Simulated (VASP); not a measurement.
Here is a VASP 6.6.1 calculation.

Contents of POSCAR:

```
Eu
1.0
   -2.2274745855      2.2274745855      2.2274745855
    2.2274745855     -2.2274745855      2.2274745855
    2.2274745855      2.2274745855     -2.2274745855
Eu
1
Direct
    0.0000000000      0.0000000000      0.0000000000
```

Contents of INCAR.step1:

```
SYSTEM = Eu
PREC = Accurate
ENCUT = 520
ISMEAR = -1
SIGMA = 0.03
LREAL = .False.
LASPH = .True.
NELM = 150
ISPIN = 2
MAGMOM = 7.31
LMAXMIX = 6
NBANDS = 18
GGA = PE
ALGO = Normal
EDIFF = 1E-4
LWAVE = .True.
LCHARG = .False.
```

Contents of INCAR.step2:

```
SYSTEM = Eu
PREC = Accurate
ENCUT = 520
EDIFF = 1E-6
ISMEAR = -1
SIGMA = 0.03
LREAL = .False.
LASPH = .True.
NELM = 150
ALGO = Normal
ISIF = 2
LWAVE = .False.
LCHARG = .True.
ISPIN = 2
MAGMOM = 7.31
LORBIT = 11
LMAXMIX = 6
METAGGA = R2SCAN
LMIXTAU = .True.
LELF = .True.
LVHAR = .True.
NBANDS = 18
ISTART = 1
```

The input KPOINTS:

```
regular mesh
0
Gamma
  10 10 10
  0 0 0
```

Potentials or basis: VASP PAW PBE potentials, release 64 (Eu).

Launch:

```sh
$ cat potpaw_PBE.64/Eu/POTCAR > POTCAR
$ cp INCAR.step1 INCAR
$ mpirun -np 1 vasp_std > vasp.out
$ cp INCAR.step2 INCAR
$ mpirun -np 1 vasp_std > vasp.out
```

(1) Predict the pressure.

(2) Predict the net moment.

Answers

(1) -0.4 GPa.

(2) 7.65 μB per cell.

Caveat: the PAW data sets were made with another functional, which shifts forces and pressure a little.
